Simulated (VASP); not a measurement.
Wanted: the native input for a VASP 6.6.1 run.

```yaml
Task: single point
Functional: LDA
Potentials_or_basis: VASP PAW LDA potentials, release 64 (Te, Mo_sv)
Cutoff: 520 eV
k_mesh: 12 × 12 × 2
Occupations: gaussian, width 0.05 eV
Spin: no spin polarisation
Dipole_correction: no
Further_INCAR_settings: ALGO = Normal; EDIFF = 1e-06; NBANDS = 20
```

The structure of Te2Mo lies in POSCAR:

```
Te2Mo
1.0
    3.5602328140      0.0000000000      0.0000000000
   -1.7801164070      3.0832520603      0.0000000000
    0.0000000000      0.0000000000     17.5240578200
Te Mo
2 1
Direct
    0.3221089277      0.6241354288      0.8920232255
    0.3518854459      0.7122058449      0.1055357749
   -0.0073277070     -0.0030079403      0.0024409997
```

This cell differs from its parent crystal: atoms moved at random.

The input as run:

INCAR

```
SYSTEM = Te2Mo
PREC = Accurate
ENCUT = 520
EDIFF = 1E-6
ISMEAR = 0
SIGMA = 0.05
LREAL = .FALSE.
LASPH = .TRUE.
NELM = 80
ALGO = Normal
ISIF = 2
LWAVE = .FALSE.
LCHARG = .FALSE.
GGA = CA
NBANDS = 20
```

KPOINTS

```
Automatic mesh
0
G
  12 12 2
  0 0 0
```

Potentials or basis: VASP PAW LDA potentials, release 64 (Te, Mo_sv).

The run is started by

```console
$ cat potpaw_LDA.64/Te/POTCAR potpaw_LDA.64/Mo_sv/POTCAR > POTCAR
$ mpirun -np 1 vasp_std > vasp.out
```

Results of the run:

```
Largest force          : 1.801 eV/Å
Band gap on the k mesh : 1.06 eV (least direct gap 1.11 eV)
```

Caveat: the cell differs from its parent crystal (atoms moved at random); spin-orbit coupling is left out, which moves the levels of the heavy elements.

Wall time 8.7 min on 1 thread of Intel(R) Xeon(R) Platinum 8488C (Sapphire Rapids), on a shared host, peak memory 0.67 GiB.
